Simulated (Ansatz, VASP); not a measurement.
**PbS in VASP and in Ansatz**

```
Pb S
1.0
     0.00000    2.96575    2.96575
     2.96575    0.00000    2.96575
     2.96575    2.96575    0.00000
Pb S
1 1
Cartesian
  0.0000 0.0000 0.0000
  2.9657 2.9657 2.9657
```

Alike in both runs: task single point; functional r2SCAN; k mesh 6 × 6 × 6; no spin polarisation.

|  | VASP | Ansatz |
| --- | --- | --- |
| version | VASP 6.6.1 | Ansatz 0.2.0 |
| potentials or method | VASP PAW PBE potentials, release 64 (Pb_d, S) | plane waves, PAW |
| plane-wave cutoff (eV) | 520 | 500 |
| occupations | gaussian, width 0.01 eV | fixed |
| valence electrons in the cell | 20 | 20 |

```tsv
	VASP	Ansatz	Ansatz less VASP
gap on the k mesh at the Fermi level (eV)	0.62	0.61	-0.010
pressure (GPa)	1.3	1.3	+0.02
```

VASP's potentials were made for PBE, not for r2SCAN.

Neither program's run includes spin-orbit coupling.
